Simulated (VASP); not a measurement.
# HfMg3Cu (Pm-3m) in VASP: single point with PBE

Aim: the single point of HfMg3Cu with PBE.

Everything below comes from runs of VASP 6.6.1. Logs are shortened: lines on timing, memory, paths and dates and some standing lists are left out, and cuts for length are marked.

### Step 1. The cell of the first run

Symmetry: Pm-3m, No. 221, cubic system. Conventional cell: a = 4.754 Å, b = 4.754 Å, c = 4.754 Å, α = 90.00°, β = 90.00°, γ = 90.00°. Within 3.1 Å of Mg (site symmetry 4/mmm) lie 2 Cu at 2.38 Å. Within 4.4 Å of Hf (site symmetry m-3m) lie 12 Mg at 3.36 Å and 8 Cu at 4.12 Å. Within 3.1 Å of Cu (site symmetry m-3m) lie 6 Mg at 2.38 Å.

### Step 2. Single point, PBE

The input, POSCAR:

```
HfMg3Cu
1.0
    4.7540576510      0.0000000000      0.0000000000
    0.0000000000      4.7540576510      0.0000000000
    0.0000000000      0.0000000000      4.7540576510
Mg Hf Cu
3 1 1
Direct
    0.5000000000      0.0000000000      0.0000000000
    0.0000000000      0.0000000000      0.5000000000
    0.0000000000      0.5000000000      0.0000000000
    0.5000000000      0.5000000000      0.5000000000
    0.0000000000      0.0000000000      0.0000000000
```

The input, INCAR.step1:

```
SYSTEM = HfMg3Cu
ALGO = Normal ; EDIFF = 1E-6
ENCUT = 520 ; GGA = PE
ISIF = 2 ; ISMEAR = 0
LASPH = .TRUE. ; LCHARG = .TRUE.
LMAXMIX = 4 ; LREAL = .FALSE.
LWAVE = .FALSE. ; NBANDS = 22
NELM = 100 ; PREC = Accurate
SIGMA = 0.1
```

The input, KPOINTS.step1:

```
k-points
0
G
  8 8 8
  0 0 0
```

The input, INCAR.step2:

```
SYSTEM = HfMg3Cu
ALGO = Normal ; EDIFF = 1E-6
ENCUT = 520 ; GGA = PE
ICHARG = 11 ; ISIF = 2
ISMEAR = -5 ; LASPH = .TRUE.
LCHARG = .FALSE. ; LMAXMIX = 4
LORBIT = 11 ; LREAL = .FALSE.
LWAVE = .FALSE. ; NBANDS = 22
NEDOS = 2001 ; NELM = 100
PREC = Accurate ; SIGMA = 0.1
```

The input, KPOINTS.step2:

```
k-points
0
G
  12 12 12
  0 0 0
```

Potentials or basis: VASP PAW PBE potentials, release 64 (Mg, Hf_pv, Cu).

On the command line:

```console
> cat potpaw_PBE.64/Mg/POTCAR potpaw_PBE.64/Hf_pv/POTCAR potpaw_PBE.64/Cu/POTCAR > POTCAR
> cp INCAR.step1 INCAR
> cp KPOINTS.step1 KPOINTS
> mpirun -np 1 vasp_std > vasp.out
> cp INCAR.step2 INCAR
> cp KPOINTS.step2 KPOINTS
> mpirun -np 1 vasp_std > vasp.out
```

OUTCAR:

```text
SYSTEM = HfMg3Cu
   EDIFF = 1E-6
   ENCUT = 520
   GGA = PE
   ICHARG = 11
   ISIF = 2
   ISMEAR = -5
   LASPH = .TRUE.
   LORBIT = 11
   LREAL = .FALSE.
   NELM = 100
   PREC = Accurate

 ion  position               nearest neighbor table
   1  0.500  0.000  0.000-   5 2.38   5 2.38   4 3.36   2 3.36   2 3.36   4 3.36   3 3.36   4 3.36
                             4 3.36   2 3.36   3 3.36   3 3.36   2 3.36   3 3.36
   2  0.000  0.000  0.500-   5 2.38   5 2.38   4 3.36   1 3.36   1 3.36   3 3.36   3 3.36   3 3.36
                             4 3.36   3 3.36   1 3.36   4 3.36   1 3.36   4 3.36
   3  0.000  0.500  0.000-   5 2.38   5 2.38   4 3.36   1 3.36   2 3.36   4 3.36   1 3.36   2 3.36
                             2 3.36   2 3.36   1 3.36   4 3.36   4 3.36   1 3.36
   4  0.500  0.500  0.500-   1 3.36   2 3.36   3 3.36   1 3.36   3 3.36   1 3.36   2 3.36   1 3.36
                             2 3.36   3 3.36   3 3.36   2 3.36
   5  0.000  0.000  0.000-   1 2.38   2 2.38   3 2.38   2 2.38   3 2.38   1 2.38

  LATTYP: Found a simple cubic cell.
 ALAT       =     4.7540576510

  Lattice vectors:

 A1 = (   4.7540576510,   0.0000000000,   0.0000000000)
 A2 = (   0.0000000000,   4.7540576510,   0.0000000000)
 A3 = (   0.0000000000,   0.0000000000,   4.7540576510)

Analysis of symmetry for initial positions (statically):
=====================================================================
 Subroutine PRICEL returns:
 Original cell was already a primitive cell.

 Routine SETGRP: Setting up the symmetry group for a
 simple cubic supercell.

 Subroutine GETGRP returns: Found 48 space group operations
 (whereof 48 operations were pure point group operations)
 out of a pool of 48 trial point group operations.

The static configuration has the point symmetry O_h .

Analysis of symmetry for dynamics (positions and initial velocities):
=====================================================================
 Subroutine PRICEL returns:
 Original cell was already a primitive cell.

 Routine SETGRP: Setting up the symmetry group for a
 simple cubic supercell.

 Subroutine GETGRP returns: Found 48 space group operations
 (whereof 48 operations were pure point group operations)
 out of a pool of 48 trial point group operations.

The dynamic configuration has the point symmetry O_h .

 Subroutine INISYM returns: Found 48 space group operations
 (whereof 48 operations are pure point group operations),
 and found     1 'primitive' translations

----------------------------------------------------------------------------------------

                                     Primitive cell

  volume of cell :     107.4468

  direct lattice vectors                    reciprocal lattice vectors
     4.754057651  0.000000000  0.000000000     0.210346629  0.000000000  0.000000000
     0.000000000  4.754057651  0.000000000     0.000000000  0.210346629  0.000000000
     0.000000000  0.000000000  4.754057651     0.000000000  0.000000000  0.210346629

  length of vectors
     4.754057651  4.754057651  4.754057651     0.210346629  0.210346629  0.210346629

  position of ions in fractional coordinates (direct lattice)
     0.500000000  0.000000000  0.000000000
     0.000000000  0.000000000  0.500000000
     0.000000000  0.500000000  0.000000000
     0.500000000  0.500000000  0.500000000
     0.000000000  0.000000000  0.000000000

  ion indices of the primitive-cell ions
   primitive index   ion index
                 1           1
                 2           2
                 3           3
                 4           4
                 5           5

----------------------------------------------------------------------------------------

 KPOINTS: k-points

Automatic generation of k-mesh.
 Grid dimensions read from file:
 generate k-points for:   12   12   12

 Generating k-lattice:

  Cartesian coordinates                     Fractional coordinates (reciprocal lattice)
     0.017528886  0.000000000  0.000000000     0.083333333  0.000000000  0.000000000
     0.000000000  0.017528886  0.000000000     0.000000000  0.083333333  0.000000000
     0.000000000  0.000000000  0.017528886     0.000000000  0.000000000  0.083333333

  Length of vectors
     0.017528886  0.017528886  0.017528886

  Shift w.r.t. Gamma in fractional coordinates (k-lattice)
     0.000000000  0.000000000  0.000000000

 TETIRR: Found    854 inequivalent tetrahedra from    10368

 Subroutine IBZKPT returns following result:
 ===========================================

 Found     84 irreducible k-points:

 Following reciprocal coordinates:
            Coordinates               Weight
  0.000000  0.000000  0.000000      1.000000
  0.083333  0.000000  0.000000      6.000000
  0.166667  0.000000  0.000000      6.000000
  0.250000  0.000000  0.000000      6.000000
  0.333333  0.000000  0.000000      6.000000
  0.416667  0.000000  0.000000      6.000000
[... 16 lines left out ...]
  0.333333  0.333333  0.000000     12.000000
  0.416667  0.333333  0.000000     24.000000
 [... further k-points ...]
   k-points           NKPTS =     84   k-points in BZ     NKDIM =     84   number of bands    NBANDS=     22
   number of dos      NEDOS =   2001   number of ions     NIONS =      5
   total plane-waves  NPLWV =  46656
   dimension x,y,z NGX =    36 NGY =   36 NGZ =   36
   dimension x,y,z NGXF=    72 NGYF=   72 NGZF=   72
   ions per type =               3   1   1
   NGX,Y,Z   is equivalent  to a cutoff of  12.59, 12.59, 12.59 a.u.
   NGXF,Y,Z  is equivalent  to a cutoff of  25.18, 25.18, 25.18 a.u.
 SYSTEM =  HfMg3Cu
   PREC   = accura    normal or accurate (medium, high low for compatibility)
   ISTART =      0    job   : 0-new  1-cont  2-samecut
   ICHARG =     11    charge: 1-file 2-atom 10-const
   ISPIN  =      1    spin polarized calculation?
   LNONCOLLINEAR =      F non collinear calculations
   LSORBIT =      F    spin-orbit coupling
   LASPH  =      T    aspherical Exc in radial PAW
   ENCUT  =  520.0 eV  38.22 Ry    6.18 a.u.   8.84  8.84  8.84*2*pi/ulx,y,z
   NELM   =    100;   NELMIN=  2; NELMDL=  0     # of ELM steps
   EDIFF  = 0.1E-05   stopping-criterion for ELM
   LREAL  =      F    real-space projection
   EDIFFG = 0.1E-04   stopping-criterion for IOM
   NSW    =      0    number of steps for IOM
   IBRION =     -1    ionic relax: 0-MD 1-quasi-New 2-CG
   NFREE  =      0    steps in history (QN), initial steepest desc. (CG)
   ISIF   =      2    stress and relaxation
   ISYM   =      2    0-nonsym 1-usesym 2-fastsym
   POTIM  = 0.5000    time-step for ionic-motion
   TEBEG  =    0.0;   TEEND  =   0.0 temperature during run
   PSTRESS=    0.0 pullay stress
   NELECT =      27.0000    total number of electrons
   NUPDOWN=      -1.0000    fix difference up-down
   EMIN   =  10.00;   EMAX   =-10.00  energy-range for DOS
   EFERMI =   0.00;   METHOD = LEGACY
   ISMEAR =    -5;   SIGMA  =   0.10  broadening in eV -4-tet -1-fermi 0-gaus
   EFERMI_NEDOS =   21; number of points for ismear=-14 and -15
   IALGO  =     38    algorithm
   IMIX   =      4    mixing-type and parameters
     AMIX     =   0.40;   BMIX     =  1.00
     AMIX_MAG =   1.60;   BMIX_MAG =  1.00
  volume/ion in A,a.u.               =      21.49       145.02
  Fermi-wavevector in a.u.,A,eV,Ry     =   1.033074  1.952228 14.520722  1.067243
  Thomas-Fermi vector in A             =   2.167303
   LORBIT       =     11    0 simple, 1 ext, 2 COOP (PROOUT), +10 PAW based schemes
   GGA     = PE    functional components
   LHFCALC =     F    Hartree Fock is set to
   AEXX    =    0.0000 exact exchange contribution
   IVDW    =     0    specifies the selected vdW correction
   LEPSILON=     F    determine dielectric tensor
   LRPA    =     F    only Hartree local field effects (RPA)
 non-spin polarized calculation
 Fermi weights with tetrahedron method with Bloechl corrections
  energy-cutoff  :      520.00
  volume of cell :      107.45
 maximum number of plane-waves:      2945
 NGX is ok and might be reduce to    36

 number of electron      27.0000031 magnetization

 Free energy of the ion-electron system (eV)
  ---------------------------------------------------
  ext. energy  EPLUGINS =         0.00000000
  ---------------------------------------------------
  free energy    TOTEN  =       -16.03265159 eV

  energy without entropy =      -16.03265159  energy(sigma->0) =      -16.03265159

 E-fermi :   3.2614     XC(G=0):  -9.4404

 val. band max:        3.3586193168   @ k =   0.5000   0.5000   0.0833
 cond. band min:       3.2231081795   @ k =   0.5000   0.5000   0.1667
 fundamental gap:     -0.1355111373
 Fermi energy:         3.2614486086

 k-point     1 :       0.0000    0.0000    0.0000
  band No.  band energies     occupation
      1     -28.7037      2.00000
      2     -28.7037      2.00000
      3     -28.7037      2.00000
      4      -3.8669      2.00000
      5      -0.6920      2.00000
      6      -0.6920      2.00000
[... 14 lines left out ...]
     21       9.2279      0.00000
     22       9.2291      0.00000

 k-point     2 :       0.0833    0.0000    0.0000
  band No.  band energies     occupation
      1     -28.7039      2.00000
      2     -28.7037      2.00000
      3     -28.7037      2.00000
      4      -3.8182      2.00000
      5      -0.6889      2.00000
      6      -0.6880      2.00000
[... 14 lines left out ...]
     21       9.0501      0.00000
     22       9.0892      0.00000

 k-point     3 :       0.1667    0.0000    0.0000
  band No.  band energies     occupation
      1     -28.7046      2.00000
      2     -28.7036      2.00000
      3     -28.7036      2.00000
      4      -3.6734      2.00000
      5      -0.6858      2.00000
      6      -0.6770      2.00000
[... 14 lines left out ...]
     21       8.4204      0.00000
     22       8.4211      0.00000

 k-point     4 :       0.2500    0.0000    0.0000
  band No.  band energies     occupation
      1     -28.7054      2.00000
      2     -28.7036      2.00000
      3     -28.7036      2.00000
      4      -3.4364      2.00000
      5      -0.7141      2.00000
      6      -0.6621      2.00000
[... 14 lines left out ...]
     21       7.7296      0.00000
     22       7.7296      0.00000

 k-point     5 :       0.3333    0.0000    0.0000
  band No.  band energies     occupation
      1     -28.7063      2.00000
      2     -28.7035      2.00000
      3     -28.7035      2.00000
      4      -3.1164      2.00000
      5      -0.9262      2.00000
      6      -0.6472      2.00000
[... 417 lines left out ...]
 k-point    22 :       0.5000    0.2500    0.0000
  band No.  band energies     occupation
      1     -28.7071      2.00000
      2     -28.7052      2.00000
      3     -28.7034      2.00000
      4      -2.1968      2.00000
      5      -1.3176      2.00000
      6      -0.6010      2.00000
[... 14 lines left out ...]
     21       7.6364      0.00000
     22       8.2506      0.00000

 k-point    23 :       0.3333    0.3333    0.0000
  band No.  band energies     occupation
      1     -28.7061      2.00000
      2     -28.7061      2.00000
      3     -28.7034      2.00000
      4      -2.4535      2.00000
      5      -0.8235      2.00000
      6      -0.5582      2.00000
[... 14 lines left out ...]
     21       7.4476      0.00000
     22       8.7439      0.00000

 k-point    24 :       0.4167    0.3333    0.0000
  band No.  band energies     occupation
      1     -28.7067      2.00000
      2     -28.7060      2.00000
      3     -28.7033      2.00000
      4      -2.1590      2.00000
      5      -0.9628      2.00000
      6      -0.5621      2.00000
[... 14 lines left out ...]
     21       7.3404      0.00000
     22       8.9234      0.00000

 [... further k-points ...]

------------------------ aborting loop because EDIFF is reached ----------------------------------------

  FORCE on cell =-STRESS in cart. coord.  units (eV):
  Direction    XX          YY          ZZ          XY          YZ          ZX
  --------------------------------------------------------------------------------------
  -------------------------------------------------------------------------------------
  Total       -0.1333624     -0.1333624     -0.1333624      0.0000000      0.0000000     -0.0000000
  in kB       -1.9886154     -1.9886154     -1.9886154      0.0000000      0.0000000     -0.0000000
  external PRESSURE =      -1.9886154 kB  Pullay stress =       0.0000000 kB

 VOLUME and BASIS-vectors are now :
 -----------------------------------------------------------------------------
  energy-cutoff  :      520.00
  volume of cell :      107.45
      direct lattice vectors                 reciprocal lattice vectors
     4.754057651  0.000000000  0.000000000     0.210346629  0.000000000  0.000000000
     0.000000000  4.754057651  0.000000000     0.000000000  0.210346629  0.000000000
     0.000000000  0.000000000  4.754057651     0.000000000  0.000000000  0.210346629

 POSITION                                       TOTAL-FORCE (eV/Angst)
 -----------------------------------------------------------------------------------
      2.37703      0.00000      0.00000         0.000000      0.000000      0.000000
      0.00000      0.00000      2.37703         0.000000      0.000000      0.000000
      0.00000      2.37703      0.00000         0.000000      0.000000      0.000000
      2.37703      2.37703      2.37703         0.000000      0.000000      0.000000
      0.00000      0.00000      0.00000         0.000000      0.000000      0.000000
 -----------------------------------------------------------------------------------
    total drift:                                0.000000      0.000000      0.000000

  FREE ENERGIE OF THE ION-ELECTRON SYSTEM (eV)
  ---------------------------------------------------
  free  energy   TOTEN  =       -16.0326515929 eV

  energy  without entropy=      -16.0326515929  energy(sigma->0) =      -16.03265159

 total charge

# of ion       s       p       d       tot
------------------------------------------
    1        0.210   0.159   0.022   0.391
    2        0.210   0.159   0.022   0.391
    3        0.210   0.159   0.022   0.391
    4        0.325   6.161   1.329   7.815
    5        0.567   0.374   9.214  10.155
--------------------------------------------------
tot          1.522   7.011  10.608  19.141
```

It took 2.2 min on 1 thread of Intel Xeon Platinum 8488C (Sapphire Rapids), shared host; peak memory 0.36 GiB.

Results:

```yaml
Valence_electrons_inside_the_program's_atomic_spheres: Mg 0.39; Hf 7.82; Cu 10.15
```

Caveat: spin-orbit coupling is left out, which moves the levels of the heavy elements.
